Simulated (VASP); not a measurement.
## Mg5CdSe6: single point with PBE

Crystal: Mg5CdSe6.

```
Mg Cd Se
1.0
     4.27006    0.00000    0.00000
     0.00000    4.27006    0.00000
     0.00000    0.00000   18.02730
Mg Cd Se
5 1 6
Direct
  0.00000 0.00000 0.66459
  0.50000 0.50000 0.82922
  0.50000 0.50000 0.17078
  0.00000 0.00000 0.33541
  0.50000 0.50000 0.50000
  0.00000 0.00000 0.00000
  0.50000 0.00000 0.74691
  0.00000 0.50000 0.91085
  0.50000 0.00000 0.08915
  0.00000 0.50000 0.25310
  0.50000 0.00000 0.41771
  0.00000 0.50000 0.58229
```

```
Program                : VASP 6.6.1
Task                   : single point
Functional             : PBE
Potentials or basis    : VASP PAW PBE potentials, release 64 (Mg, Cd, Se)
Cutoff                 : 520 eV
k mesh                 : 6 × 6 × 2
Occupations            : gaussian, width 0.02 eV
Spin                   : no spin polarisation
Dipole correction      : no
Further INCAR settings : ALGO = Normal; EDIFF = 1e-06; NBANDS = 41
```

```
Pressure               : 0.0 GPa
Largest force          : 0.034 eV/Å
Band gap on the k mesh : 1.99 eV
```

Forces on the atoms (eV/Å):
```
Mg   0.000  0.000  0.000
Mg   0.000  0.000  0.001
Mg   0.000  0.000 -0.001
Mg   0.000  0.000  0.000
Mg   0.000  0.000  0.000
Cd   0.000  0.000  0.000
Se   0.000  0.000  0.000
Se   0.000  0.000 -0.034
Se   0.000  0.000  0.034
Se   0.000  0.000  0.000
Se   0.000  0.000  0.000
Se   0.000  0.000  0.000
```

Levels at points of the mesh, in eV from the valence-band top:
```
           k point  band 25  band 26  band 27  band 28  band 29  band 30  band 31  band 32  band 33  band 34
(0.00, 0.00, 0.00)    -0.43    -0.43    -0.11     0.00     0.00     1.99     3.31     3.48     3.69     3.92
(0.50, 0.00, 0.00)    -0.64    -0.63    -0.63    -0.57    -0.20     3.35     4.16     4.19     4.19     5.03
(0.50, 0.50, 0.00)    -1.49    -1.30    -1.27    -1.27    -1.27     3.30     3.30     4.03     4.37     4.37
(0.00, 0.00, 0.50)    -0.45    -0.33    -0.33    -0.02    -0.02     2.35     2.78     3.41     3.62     4.25
(0.50, 0.00, 0.50)    -0.63    -0.57    -0.54    -0.48    -0.20     3.28     3.89     4.45     4.79     4.81
(0.50, 0.50, 0.50)    -1.37    -1.36    -1.36    -1.34    -1.34     3.56     3.56     3.70     3.70     4.11
```

Run time: 5.5 min on 1 thread of Intel(R) Xeon(R) Platinum 8488C (Sapphire Rapids), on a shared host, peak memory 0.53 GiB.

A k mesh can miss the band edges.
